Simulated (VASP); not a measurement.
# SnTe in VASP: single point with PBE

Aim: the single point of SnTe with PBE.

All numbers are computed with VASP 6.6.1; they aren't measurements. Logs are shortened: lines on timing, memory, paths and dates and some standing lists are left out, and cuts for length are marked.

## (1) The cell of the first run

The cell holds a wire or tube with vacuum around it, 4 atoms: a = 12.000 Å, b = 9.300 Å, c = 6.318 Å, α = 90.00°, β = 90.00°, γ = 90.00°.

## (2) Single point, PBE, collinear spin

The input, INCAR:

```
SYSTEM = SnTe
PREC = Accurate
ENCUT = 520
EDIFF = 1E-6
ISMEAR = 0
SIGMA = 0.05
LREAL = .FALSE.
LASPH = .TRUE.
NELM = 150
ALGO = Normal
ISIF = 2
LWAVE = .FALSE.
LCHARG = .FALSE.
ISPIN = 2
MAGMOM = 0.5 0.5 0.5 0.5
LORBIT = 11
GGA = PE
NBANDS = 32
```

The input, KPOINTS:

```
Automatic mesh
0
G
  1 1 11
  0 0 0
```

The input, POSCAR:

```
SnTe
1.0
   12.0000000000      0.0000000000      0.0000000000
    0.0000000000      9.3000000000      0.0000000000
    0.0000000000      0.0000000000      6.3183013939
Sn Te
2 2
Direct
    0.4004433095      0.5000000000      0.0000000000
    0.5995566905      0.5000000000      0.5000000000
    0.3691267664      0.5000000000      0.5000000000
    0.6308732336      0.5000000000      0.0000000000
```

Potentials or basis: VASP PAW PBE potentials, release 64 (Sn_d, Te).

Launch:

```console
cat potpaw_PBE.64/Sn_d/POTCAR potpaw_PBE.64/Te/POTCAR > POTCAR
mpirun -np 1 vasp_std > vasp.out
```

OUTCAR:

```text
SYSTEM = SnTe
   PREC = Accurate
   ENCUT = 520
   EDIFF = 1E-6
   ISMEAR = 0
   LREAL = .FALSE.
   LASPH = .TRUE.
   NELM = 150
   ISIF = 2
   ISPIN = 2
   LORBIT = 11
   GGA = PE

 ion  position               nearest neighbor table
   1  0.400  0.500  0.000-   4 2.77   3 3.18   3 3.18
   2  0.600  0.500  0.500-   3 2.77   4 3.18   4 3.18
   3  0.369  0.500  0.500-   2 2.77   1 3.18   1 3.18
   4  0.631  0.500  0.000-   1 2.77   2 3.18   2 3.18

  LATTYP: Found a simple orthorhombic cell.
 ALAT       =     6.3183013939
 B/A-ratio  =     1.4719145891
 C/A-ratio  =     1.8992446311

  Lattice vectors:

 A1 = (   0.0000000000,   0.0000000000,  -6.3183013939)
 A2 = (   0.0000000000,   9.3000000000,   0.0000000000)
 A3 = (  12.0000000000,   0.0000000000,   0.0000000000)

Analysis of symmetry for initial positions (statically):
=====================================================================
 Subroutine PRICEL returns:
 Original cell was already a primitive cell.

 Routine SETGRP: Setting up the symmetry group for a
 simple orthorhombic supercell.

 Subroutine GETGRP returns: Found  8 space group operations
 (whereof  4 operations were pure point group operations)
 out of a pool of  8 trial point group operations.

The static configuration has the point symmetry C_2v.
 The point group associated with its full space group is D_2h.

Analysis of symmetry for dynamics (positions and initial velocities):
=====================================================================
 Subroutine PRICEL returns:
 Original cell was already a primitive cell.

 Routine SETGRP: Setting up the symmetry group for a
 simple orthorhombic supercell.

 Subroutine GETGRP returns: Found  8 space group operations
 (whereof  4 operations were pure point group operations)
 out of a pool of  8 trial point group operations.

The dynamic configuration has the point symmetry C_2v.
 The point group associated with its full space group is D_2h.

Analysis of structural, dynamic, and magnetic symmetry:
=====================================================================
 Subroutine PRICEL returns:
 Original cell was already a primitive cell.

 Routine SETGRP: Setting up the symmetry group for a
 simple orthorhombic supercell.

 Subroutine GETGRP returns: Found  8 space group operations
 (whereof  4 operations were pure point group operations)
 out of a pool of  8 trial point group operations.

The overall configuration has the point symmetry C_2v.
 The point group associated with its full space group is D_2h.

 Subroutine INISYM returns: Found  8 space group operations
 (whereof  4 operations are pure point group operations),
 and found     1 'primitive' translations

----------------------------------------------------------------------------------------

                                     Primitive cell

  volume of cell :     705.1224

  direct lattice vectors                    reciprocal lattice vectors
    12.000000000  0.000000000  0.000000000     0.083333333  0.000000000  0.000000000
     0.000000000  9.300000000  0.000000000     0.000000000  0.107526882  0.000000000
     0.000000000  0.000000000  6.318301394     0.000000000  0.000000000  0.158270386

  length of vectors
    12.000000000  9.300000000  6.318301394     0.083333333  0.107526882  0.158270386

  position of ions in fractional coordinates (direct lattice)
     0.400443309  0.500000000  0.000000000
     0.599556691  0.500000000  0.500000000
     0.369126766  0.500000000  0.500000000
     0.630873234  0.500000000  0.000000000

  ion indices of the primitive-cell ions
   primitive index   ion index
                 1           1
                 2           2
                 3           3
                 4           4

----------------------------------------------------------------------------------------

 KPOINTS: Automatic mesh

Automatic generation of k-mesh.
 Grid dimensions read from file:
 generate k-points for:    1    1   11

 Generating k-lattice:

  Cartesian coordinates                     Fractional coordinates (reciprocal lattice)
     0.083333333  0.000000000  0.000000000     1.000000000  0.000000000  0.000000000
     0.000000000  0.107526882  0.000000000     0.000000000  1.000000000  0.000000000
     0.000000000  0.000000000  0.014388217     0.000000000  0.000000000  0.090909091

  Length of vectors
     0.083333333  0.107526882  0.014388217

  Shift w.r.t. Gamma in fractional coordinates (k-lattice)
     0.000000000  0.000000000  0.000000000

 Subroutine IBZKPT returns following result:
 ===========================================

 Found      6 irreducible k-points:

 Following reciprocal coordinates:
            Coordinates               Weight
  0.000000  0.000000  0.000000      1.000000
  0.000000  0.000000  0.090909      2.000000
  0.000000  0.000000  0.181818      2.000000
  0.000000  0.000000  0.272727      2.000000
  0.000000  0.000000  0.363636      2.000000
  0.000000  0.000000  0.454545      2.000000
   k-points           NKPTS =      6   k-points in BZ     NKDIM =      6   number of bands    NBANDS=     32
   number of dos      NEDOS =    301   number of ions     NIONS =      4
   total plane-waves  NPLWV = 302400
   dimension x,y,z NGX =    90 NGY =   70 NGZ =   48
   dimension x,y,z NGXF=   180 NGYF=  140 NGZF=   96
   ions per type =               2   2
   NGX,Y,Z   is equivalent  to a cutoff of  12.47, 12.51, 12.63 a.u.
   NGXF,Y,Z  is equivalent  to a cutoff of  24.94, 25.03, 25.26 a.u.
 SYSTEM =  SnTe
   PREC   = accura    normal or accurate (medium, high low for compatibility)
   ISTART =      0    job   : 0-new  1-cont  2-samecut
   ICHARG =      2    charge: 1-file 2-atom 10-const
   ISPIN  =      2    spin polarized calculation?
   LNONCOLLINEAR =      F non collinear calculations
   LSORBIT =      F    spin-orbit coupling
   LASPH  =      T    aspherical Exc in radial PAW
   ENCUT  =  520.0 eV  38.22 Ry    6.18 a.u.  22.31 17.29 11.75*2*pi/ulx,y,z
   NELM   =    150;   NELMIN=  2; NELMDL= -5     # of ELM steps
   EDIFF  = 0.1E-05   stopping-criterion for ELM
   LREAL  =      F    real-space projection
   EDIFFG = 0.1E-04   stopping-criterion for IOM
   NSW    =      0    number of steps for IOM
   IBRION =     -1    ionic relax: 0-MD 1-quasi-New 2-CG
   NFREE  =      0    steps in history (QN), initial steepest desc. (CG)
   ISIF   =      2    stress and relaxation
   ISYM   =      2    0-nonsym 1-usesym 2-fastsym
   POTIM  = 0.5000    time-step for ionic-motion
   TEBEG  =    0.0;   TEEND  =   0.0 temperature during run
   PSTRESS=    0.0 pullay stress
   NELECT =      40.0000    total number of electrons
   NUPDOWN=      -1.0000    fix difference up-down
   EMIN   =  10.00;   EMAX   =-10.00  energy-range for DOS
   EFERMI =   0.00;   METHOD = LEGACY
   ISMEAR =     0;   SIGMA  =   0.05  broadening in eV -4-tet -1-fermi 0-gaus
   EFERMI_NEDOS =   21; number of points for ismear=-14 and -15
   IALGO  =     38    algorithm
   IMIX   =      4    mixing-type and parameters
     AMIX     =   0.40;   BMIX     =  1.00
     AMIX_MAG =   1.60;   BMIX_MAG =  1.00
  volume/ion in A,a.u.               =     176.28      1189.60
  Fermi-wavevector in a.u.,A,eV,Ry     =   0.629033  1.188700  5.383585  0.395682
  Thomas-Fermi vector in A             =   1.691183
   LORBIT       =     11    0 simple, 1 ext, 2 COOP (PROOUT), +10 PAW based schemes
   GGA     = PE    functional components
   LHFCALC =     F    Hartree Fock is set to
   AEXX    =    0.0000 exact exchange contribution
   IVDW    =     0    specifies the selected vdW correction
   LEPSILON=     F    determine dielectric tensor
   LRPA    =     F    only Hartree local field effects (RPA)
 spin polarized calculation
 Gauss-broadening in eV      SIGMA  =   0.05
  energy-cutoff  :      520.00
  volume of cell :      705.12
 maximum number of plane-waves:     19021
 NGX is ok and might be reduce to    90
   NGX = 45   NGY = 35   NGZ = 23

 number of electron      40.0000019 magnetization       0.0000254

 number of electron      40.0000019 magnetization      -0.0000272

 Free energy of the ion-electron system (eV)
  ---------------------------------------------------
  ext. energy  EPLUGINS =         0.00000000
  ---------------------------------------------------
  free energy    TOTEN  =       -13.25684055 eV

  energy without entropy =      -13.25684055  energy(sigma->0) =      -13.25684055

 E-fermi :  -2.1958     XC(G=0):  -2.8291

 val. band max:       -2.4280344186   @ k =   0.0000   0.0000   0.4545
 cond. band min:      -1.8730984062   @ k =   0.0000   0.0000   0.3636
 fundamental gap:      0.5549360124
 Fermi energy:        -2.1957807508

 spin component 1

 k-point     1 :       0.0000    0.0000    0.0000
  band No.  band energies     occupation
      1     -24.1931      1.00000
      2     -24.1804      1.00000
      3     -24.1457      1.00000
      4     -24.1408      1.00000
      5     -24.1014      1.00000
      6     -24.0989      1.00000
[... 24 lines left out ...]
     31       2.4532      0.00000
     32       3.3663      0.00000

 k-point     2 :       0.0000    0.0000    0.0909
  band No.  band energies     occupation
      1     -24.1929      1.00000
      2     -24.1806      1.00000
      3     -24.1456      1.00000
      4     -24.1409      1.00000
      5     -24.1013      1.00000
      6     -24.0989      1.00000
[... 24 lines left out ...]
     31       2.5396      0.00000
     32       3.3912      0.00000
[... 103 lines left out ...]
     31       2.9028      0.00000
     32       3.1070      0.00000

 k-point     6 :       0.0000    0.0000    0.4545
  band No.  band energies     occupation
      1     -24.1877      1.00000
      2     -24.1859      1.00000
      3     -24.1438      1.00000
      4     -24.1431      1.00000
      5     -24.1002      1.00000
      6     -24.0998      1.00000
[... 24 lines left out ...]
     31       2.9677      0.00000
     32       3.1626      0.00000
 Fermi energy:        -2.1957807508

 spin component 2

 k-point     1 :       0.0000    0.0000    0.0000
  band No.  band energies     occupation
      1     -24.1931      1.00000
      2     -24.1804      1.00000
      3     -24.1457      1.00000
      4     -24.1408      1.00000
      5     -24.1014      1.00000
      6     -24.0989      1.00000
[... 24 lines left out ...]
     31       2.4527      0.00000
     32       3.3565      0.00000

 k-point     2 :       0.0000    0.0000    0.0909
  band No.  band energies     occupation
      1     -24.1929      1.00000
      2     -24.1806      1.00000
      3     -24.1456      1.00000
      4     -24.1409      1.00000
      5     -24.1013      1.00000
      6     -24.0989      1.00000
[... 24 lines left out ...]
     31       2.5396      0.00000
     32       3.3815      0.00000
[... 103 lines left out ...]
     31       2.9023      0.00000
     32       3.1055      0.00000

 k-point     6 :       0.0000    0.0000    0.4545
  band No.  band energies     occupation
      1     -24.1877      1.00000
      2     -24.1859      1.00000
      3     -24.1438      1.00000
      4     -24.1431      1.00000
      5     -24.1002      1.00000
      6     -24.0998      1.00000
[... 24 lines left out ...]
     31       2.9652      0.00000
     32       3.1621      0.00000

------------------------ aborting loop because EDIFF is reached ----------------------------------------

  FORCE on cell =-STRESS in cart. coord.  units (eV):
  Direction    XX          YY          ZZ          XY          YZ          ZX
  --------------------------------------------------------------------------------------
  -------------------------------------------------------------------------------------
  Total        0.0014307      0.0680339      0.0284416      0.0000000      0.0000000      0.0000000
  in kB        0.0032508      0.1545864      0.0646250      0.0000000      0.0000000      0.0000000
  external PRESSURE =       0.0741541 kB  Pullay stress =       0.0000000 kB

 VOLUME and BASIS-vectors are now :
 -----------------------------------------------------------------------------
  energy-cutoff  :      520.00
  volume of cell :      705.12
      direct lattice vectors                 reciprocal lattice vectors
    12.000000000  0.000000000  0.000000000     0.083333333  0.000000000  0.000000000
     0.000000000  9.300000000  0.000000000     0.000000000  0.107526882  0.000000000
     0.000000000  0.000000000  6.318301394     0.000000000  0.000000000  0.158270386

 POSITION                                       TOTAL-FORCE (eV/Angst)
 -----------------------------------------------------------------------------------
      4.80532      4.65000      0.00000        -0.011001      0.000000      0.000000
      7.19468      4.65000      3.15915         0.011001      0.000000      0.000000
      4.42952      4.65000      3.15915        -0.012378      0.000000      0.000000
      7.57048      4.65000      0.00000         0.012378      0.000000      0.000000
 -----------------------------------------------------------------------------------
    total drift:                                0.000000     -0.000000     -0.000000

  FREE ENERGIE OF THE ION-ELECTRON SYSTEM (eV)
  ---------------------------------------------------
  free  energy   TOTEN  =       -13.2568405531 eV

  energy  without entropy=      -13.2568405531  energy(sigma->0) =      -13.25684055

 total charge

# of ion       s       p       d       tot
------------------------------------------
    1        1.361   0.747   9.969  12.077
    2        1.361   0.747   9.969  12.077
    3        1.385   1.976   0.018   3.379
    4        1.385   1.976   0.018   3.379
--------------------------------------------------
tot          5.492   5.445  19.975  30.913

 magnetization (x)

# of ion       s       p       d       tot
------------------------------------------
    1       -0.000   0.000  -0.000   0.000
    2       -0.000   0.000  -0.000   0.000
    3        0.000  -0.000  -0.000  -0.000
    4        0.000  -0.000  -0.000  -0.000
--------------------------------------------------
tot         -0.000   0.000  -0.000   0.000
```

Wall time 6.3 min (1 thread of Intel Xeon Platinum 8375C at 2.90GHz (Ice Lake), shared host); peak memory 0.94 GiB.

What came out:

```yaml
Free_energy: -13.2568 eV
Largest_force: 0.012 eV/Å
Band_gap_on_the_k_mesh: 0.55 eV (least direct gap 0.65 eV)
Net_moment: 0.00 μB per cell
Valence_electrons_inside_the_program's_atomic_spheres: Sn 12.08; Te 3.38
```

Forces in eV/Å, atoms in the order of the input:
```
Sn  -0.011  0.000  0.000
Sn   0.011  0.000  0.000
Te  -0.012  0.000  0.000
Te   0.012  0.000  0.000
```

Caveat: semilocal functionals underestimate gaps, and a narrow one can read as zero; spin-orbit coupling is left out, which moves the levels of the heavy elements.
